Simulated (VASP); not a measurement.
Crystal: InPd.

```
In Pd
1.0
     3.30428    0.00000    0.00000
     0.00000    3.30428    0.00000
     0.00000    0.00000    3.30428
In Pd
1 1
Cartesian
  0.0000 0.0000 0.0000
  1.6521 1.6521 1.6521
```

```yaml
Program: VASP 6.6.1
Task: relaxation of cell and atoms
Functional: MS2
Potentials_or_basis: VASP PAW PBE potentials, release 64 (In_d, Pd)
Cutoff: 650 eV
k_mesh: 11 × 11 × 11
Occupations: methfessel-paxton, width 0.05 eV
Spin: no spin polarisation
```

At the start: pressure -6.4 GPa; volume 18.04 Å³/atom.

**Question.** Where does the relaxation end?

**Answer.** Over 12 steps the energy falls by 18.6 meV/atom and the volume is 17.14 Å³/atom (-5.0 %); space group Pm-3m (No. 221, to 0.1 Å) before and after.

The path:
```csv
step,energy change (eV),largest force (eV/Å),pressure (GPa),volume (Å³)
1,0.0000,0.0000,-6.35,36.08
2,0.0092,0.0000,8.97,32.47
3,-0.0378,0.0000,-0.02,34.28
4,-0.0378,0.0000,0.11,34.25
5,-0.0378,0.0000,-0.08,34.30
6,-0.0378,0.0000,0.05,34.26
7,-0.0378,0.0000,0.00,34.28
8,-0.0372,0.0000,-0.03,34.28
9,-0.0372,0.0000,0.04,34.26
10,-0.0372,0.0000,0.02,34.26
11,-0.0372,0.0000,0.00,34.27
12,-0.0372,0.0000,0.00,34.27
```

Final structure:
```
In Pd
1.0
     3.24818    0.00000    0.00000
     0.00000    3.24818    0.00000
     0.00000    0.00000    3.24818
In Pd
1 1
Direct
  0.00000 0.00000 0.00000
  0.50000 0.50000 0.50000
```

Caveat: the PAW data sets were made with another functional, which shifts forces and pressure a little.
